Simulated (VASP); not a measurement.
# Rh (Fm-3m) in VASP: further runs, part 2 of 2

VASP 6.6.1. Earlier steps stand in the parts before.

### 3 Single point, PBE

This run uses another cell than the first one, of 13.74 Å³/atom.

File INCAR:

```
SYSTEM = Rh
  PREC = Accurate
  ENCUT = 520
  EDIFF = 1E-7
  ISMEAR = 1
  SIGMA = 0.1
  LREAL = .FALSE.
  LASPH = .TRUE.
  NELM = 60
  ALGO = Normal
  ISIF = 2
  LWAVE = .FALSE.
  LCHARG = .FALSE.
  GGA = PE
  NBANDS = 14
```

File KPOINTS:

```
Automatic mesh
0
G
  15 15 15
  0 0 0
```

File POSCAR:

```
Rh
1.0
    0.0000000000      1.9008091684      1.9008091684
    1.9008091684      0.0000000000      1.9008091684
    1.9008091684      1.9008091684      0.0000000000
Rh
1
Direct
    0.0000000000      0.0000000000      0.0000000000
```

Potentials or basis: VASP PAW PBE potentials, release 64 (Rh_pv).

Run with:

```sh
cat potpaw_PBE.64/Rh_pv/POTCAR > POTCAR
mpirun -np 1 vasp_std > vasp.out
```

OUTCAR:

```text
SYSTEM = Rh
   PREC = Accurate
   ENCUT = 520
   EDIFF = 1E-7
   ISMEAR = 1
   LREAL = .FALSE.
   LASPH = .TRUE.
   NELM = 60
   ISIF = 2
   GGA = PE

 ion  position               nearest neighbor table
   1  0.000  0.000  0.000-

  LATTYP: Found a face centered cubic cell.
 ALAT       =     3.8016183368

  Lattice vectors:

 A1 = (   0.0000000000,   1.9008091684,   1.9008091684)
 A2 = (   1.9008091684,   0.0000000000,   1.9008091684)
 A3 = (   1.9008091684,   1.9008091684,   0.0000000000)

Analysis of symmetry for initial positions (statically):
=====================================================================
 Subroutine PRICEL returns:
 Original cell was already a primitive cell.

 Routine SETGRP: Setting up the symmetry group for a
 face centered cubic supercell.

 Subroutine GETGRP returns: Found 48 space group operations
 (whereof 48 operations were pure point group operations)
 out of a pool of 48 trial point group operations.

The static configuration has the point symmetry O_h .

Analysis of symmetry for dynamics (positions and initial velocities):
=====================================================================
[... 170 lines left out ...]
      6       8.8322      2.00000
      7       8.8322      2.00000
      8      10.9209      2.00000
      9      10.9209      2.00000
     10      27.9164      0.00000
     11      32.4272      0.00000
     12      33.3845      0.00000
     13      33.3845      0.00000
     14      33.3845      0.00000
[... 377 lines left out ...]
      1     -34.6802      2.00000
      2     -34.5394      2.00000
      3     -34.5332      2.00000
      4       5.4010      2.00000
      5       7.9966      2.00000
      6       9.4745      2.00000
      7       9.5508      2.00000
      8      10.2412      2.00000
      9      11.2791      2.00000
     10      29.8612      0.00000
     11      30.3415      0.00000
     12      32.4271      0.00000
     13      33.0862      0.00000
     14      33.5937      0.00000

 [... further k-points ...]

------------------------ aborting loop because EDIFF is reached ----------------------------------------

  FORCE on cell =-STRESS in cart. coord.  units (eV):
  Direction    XX          YY          ZZ          XY          YZ          ZX
  --------------------------------------------------------------------------------------
  -------------------------------------------------------------------------------------
  Total        0.5159479      0.5159479      0.5159479      0.0000000      0.0000000     -0.0000000
  in kB       60.1825890     60.1825890     60.1825890      0.0000000      0.0000000     -0.0000000
  external PRESSURE =      60.1825890 kB  Pullay stress =       0.0000000 kB

 VOLUME and BASIS-vectors are now :
 -----------------------------------------------------------------------------
  energy-cutoff  :      520.00
  volume of cell :       13.74
      direct lattice vectors                 reciprocal lattice vectors
     0.000000000  1.900809168  1.900809168    -0.263045869  0.263045869  0.263045869
     1.900809168  0.000000000  1.900809168     0.263045869 -0.263045869  0.263045869
     1.900809168  1.900809168  0.000000000     0.263045869  0.263045869 -0.263045869

 POSITION                                       TOTAL-FORCE (eV/Angst)
 -----------------------------------------------------------------------------------
      0.00000      0.00000      0.00000         0.000000      0.000000      0.000000
 -----------------------------------------------------------------------------------
    total drift:                               -0.000000     -0.000000     -0.000000

  FREE ENERGIE OF THE ION-ELECTRON SYSTEM (eV)
  ---------------------------------------------------
  free  energy   TOTEN  =        -7.2524530686 eV

  energy  without entropy=       -7.2524039725  energy(sigma->0) =       -7.25243670
```

Run time: 28 s. Hardware: 1 thread of AMD EPYC 7R13, shared host; peak memory 0.11 GiB.

Results:

```yaml
Free_energy: -7.2525 eV
Pressure: 6.0 GPa
Band_gap_on_the_k_mesh: zero (an odd number of electrons rules out a gap without spin polarisation)
```

Caveat: the cell stands under pressure.

### 4 Relaxation of cell and atoms, PBE

This run uses another cell than the first one, of 13.67 Å³/atom.

File INCAR:

```
PREC = Accurate ; ENCUT = 600
EDIFF = 1E-7 ; ISMEAR = 1
SIGMA = 0.1 ; LREAL = F
LASPH = T ; NELM = 100
ALGO = Normal ; ISIF = 3
LWAVE = F ; LCHARG = F
GGA = PE ; IBRION = 2
NSW = 80 ; EDIFFG = -0.005
```

File KPOINTS:

```
Automatic mesh
0
Gamma
  15 15 15
```

File POSCAR:

```
Rh
1.0
    0.0000000000      1.8978500000      1.8978500000
    1.8978500000      0.0000000000      1.8978500000
    1.8978500000      1.8978500000      0.0000000000
Rh
1
Direct
    0.0000000000      0.0000000000      0.0000000000
```

Run with:

```sh
cat potpaw_PBE.64/Rh_pv/POTCAR > POTCAR
mpirun -np 1 vasp_std > vasp.out
```

Run time: 1.7 min. Hardware: 1 thread of AMD EPYC 7R13, shared host; peak memory 0.13 GiB.

Results (log left out):

| Quantity | Value |
| --- | --- |
| Free energy | -7.2579 eV |
| Relaxed volume | 14.03 Å³/atom |
| Relaxed cell | a = 2.707 Å, b = 2.707 Å, c = 2.707 Å, α = 60.00°, β = 60.00°, γ = 60.00° |
| Space group after relaxing (to 0.1 Å) | Fm-3m (No. 225) |
| Energy gained by relaxing | 7.9 meV/atom |
| Ionic steps | 4 |
| Pressure after relaxing | 0.0 GPa |
| Band gap on the k mesh | zero (an odd number of electrons rules out a gap without spin polarisation) |

Step by step:
| step | energy change (eV) | largest force (eV/Å) | pressure (GPa) | volume (Å³) |
| --- | --- | --- | --- | --- |
| 1 | 0.0000 | 0.0000 | 7.25 | 13.67 |
| 2 | 0.0329 | 0.0000 | -13.62 | 14.93 |
| 3 | -0.0079 | 0.0000 | -0.14 | 14.04 |
| 4 | -0.0079 | 0.0000 | -0.01 | 14.03 |

Final structure:
```xyz
1
Lattice="0.0000 1.9145 1.9145 1.9145 0.0000 1.9145 1.9145 1.9145 0.0000" Properties=species:S:1:pos:R:3 pbc="T T T"
Rh    0.0000    0.0000    0.0000
```

Levels at points of the mesh, in eV from the Fermi level:
| k point | band 3 | band 4 | band 5 | band 6 | band 7 | band 8 | band 9 | band 10 | band 11 |
| --- | --- | --- | --- | --- | --- | --- | --- | --- | --- |
| (0.00, 0.00, 0.00) | -46.37 | -7.82 | -3.01 | -3.01 | -3.01 | -0.99 | -0.99 | 15.99 | 20.55 |

### 5 Relaxation of cell and atoms, PBE, target pressure 2 GPa, at which the enthalpy is minimised

This run uses another cell than the first one, of 13.67 Å³/atom.

File INCAR:

```
SYSTEM = Rh
  PREC = Accurate
  ENCUT = 600
  EDIFF = 1E-7
  ISMEAR = 1
  SIGMA = 0.1
  LREAL = .False.
  LASPH = .True.
  NELM = 60
  ALGO = Normal
  ISIF = 3
  LWAVE = .False.
  LCHARG = .False.
  GGA = PE
  IBRION = 2
  NSW = 80
  EDIFFG = -0.005
  PSTRESS = 20.0
```

File KPOINTS:

```
Automatic mesh
0
Gamma
  15 15 15
  0 0 0
```

POSCAR is that of step 4.

Run with:

```sh
cat potpaw_PBE.64/Rh_pv/POTCAR > POTCAR
mpirun -np 1 vasp_std > vasp.out
```

Run time: 94 s. Hardware: 1 thread of AMD EPYC 7R13, shared host; peak memory 0.13 GiB.

It converged, with:

* Free energy: -7.2572 eV
* Relaxed volume: 13.93 Å³/atom
* Relaxed cell: a = 2.701 Å, b = 2.701 Å, c = 2.701 Å, α = 60.00°, β = 60.00°, γ = 60.00°
* Space group after relaxing (to 0.1 Å): Fm-3m (No. 225)
* Energy change on relaxing (the run minimises the enthalpy): -7.3 meV/atom
* Ionic steps: 4
* Pressure after relaxing: 2.0 GPa
* Band gap on the k mesh: zero (an odd number of electrons rules out a gap without spin polarisation)

The path:
```tsv
step	energy change (eV)	largest force (eV/Å)	pressure (GPa)	volume (Å³)
1	0.0000	0.0000	7.25	13.67
2	0.0078	0.0000	-8.89	14.58
3	-0.0073	0.0000	1.92	13.93
4	-0.0073	0.0000	2.03	13.93
```

Final structure:
```cif
data_structure
_symmetry_space_group_name_H-M 'P 1'
_symmetry_Int_Tables_number 1
_cell_length_a 2.7005
_cell_length_b 2.7005
_cell_length_c 2.7005
_cell_angle_alpha 60.000
_cell_angle_beta 60.000
_cell_angle_gamma 60.000
_cell_volume 13.93
loop_
_atom_site_label
_atom_site_type_symbol
_atom_site_fract_x
_atom_site_fract_y
_atom_site_fract_z
_atom_site_occupancy
Rh1 Rh 0.00000 0.00000 0.00000 1
```

Levels at points of the mesh, in eV from the Fermi level:
| k point | band 4 | band 5 | band 6 | band 7 | band 8 | band 9 | band 10 | band 11 |
| --- | --- | --- | --- | --- | --- | --- | --- | --- |
| (0.00, 0.00, 0.00) | -7.88 | -3.04 | -3.04 | -3.04 | -1.00 | -1.00 | 15.99 | 20.53 |

Caveat: the cell is relaxed towards a set pressure, so the run minimises the enthalpy, not the energy. PBE usually gives volumes a little too large and moduli too small.

### 6 The runs side by side

```csv
task,cell,cutoff (eV),gap on the mesh (eV),pressure (GPa)
single point,"a = 2.694 Å, angles 60.0°, 1 atom",520,none,4.0
single point,"a = 2.688 Å, angles 60.0°, 1 atom",520,none,6.0
relaxation of cell and atoms,"relaxed from a = 2.684 Å, angles 60.0°, 1 atom",600,none,0.0
relaxation of cell and atoms,"relaxed to 2 GPa from a = 2.684 Å, angles 60.0°, 1 atom",600,none,2.0
```

Alike in all rows: level PBE; potentials or basis VASP PAW PBE potentials, release 64 (Rh_pv); no spin polarisation; k mesh 15 × 15 × 15; smearing methfessel-paxton 0.1 eV.

Caveats: the cell stands under pressure (at least some runs); the cell is relaxed towards a set pressure, so the run minimises the enthalpy, not the energy (at least some runs).

Absolute energies hang on the potentials; compare differences alone.
